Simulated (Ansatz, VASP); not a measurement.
## One calculation of CsI, two programs

INCAR

```
ALGO = Normal ; EDIFF = 1E-8
ENCUT = 400 ; GGA = CA
GGA_COMPAT = F ; ISIF = 2
ISMEAR = -1 ; LASPH = T
LCHARG = F ; LEFG = T
LREAL = F ; LWAVE = F
NBANDS = 15 ; NELM = 120
PREC = Accurate ; SIGMA = 0.01
```

The input KPOINTS:

```
k-points
0
Gamma
  7 7 7
```

The input POSCAR:

```
CsI
1.0
    4.5667000000      0.0000000000      0.0000000000
    0.0000000000      4.5667000000      0.0000000000
    0.0000000000      0.0000000000      4.6580340000
Cs I
1 1
Direct
    0.0000000000      0.0000000000      0.0000000000
    0.5000000000      0.5000000000      0.5000000000
```

Input for Ansatz:

```yaml
crystal:
  lattice:
    - [4.5667, 0.0, 0.0]
    - [0.0, 4.5667, 0.0]
    - [0.0, 0.0, 4.658034]
  atoms:
    - { symbol: Cs, position: [0.0, 0.0, 0.0] }
    - { symbol: I, position: [0.5, 0.5, 0.5] }
kpoints:
  mp_grid: { grid: [7, 7, 7] }
scf:
  occupations: { method: fermi_dirac, width: 0.01 }
hamiltonian:
  xc: lda
  pseudopotentials: { kind: all_electron, datasets: crystal }
output:
  forces: true
  stress: true
  eigenvalues: true
  efg: { contact_densities: true }
```

Change from the starting cell: zz strain of +2 %, crystal datasets.

Alike in both runs: task electric field gradients; functional LDA; k mesh 7 × 7 × 7; occupations fermi-dirac, width 0.01 eV; no spin polarisation.

|  | VASP | Ansatz |
| --- | --- | --- |
| version | VASP 6.6.1 | Ansatz 0.2.0 |
| potentials or method | VASP PAW LDA potentials, release 64 (Cs_sv, I), cutoff 400 eV | all-electron PAW with datasets made for the crystal, scalar-relativistic |

```csv
,VASP,Ansatz,Ansatz less VASP
gap on the k mesh at the Fermi level (eV),3.46,3.45,-0.008
pressure (GPa),-1.5,-1.6,-0.04
"traceless stress, the component that is largest in VASP (GPa)",-0.23,-0.23,+0.001
size of Vzz on the site where it differs most (V/Å²),12.7,13.1,+0.38
```

LDA's correlation is that of Perdew and Zunger in VASP and of Perdew and Wang (1992) in Ansatz. Ansatz ran all-electron here, and VASP with PAW potentials.

Neither program's run includes spin-orbit coupling.
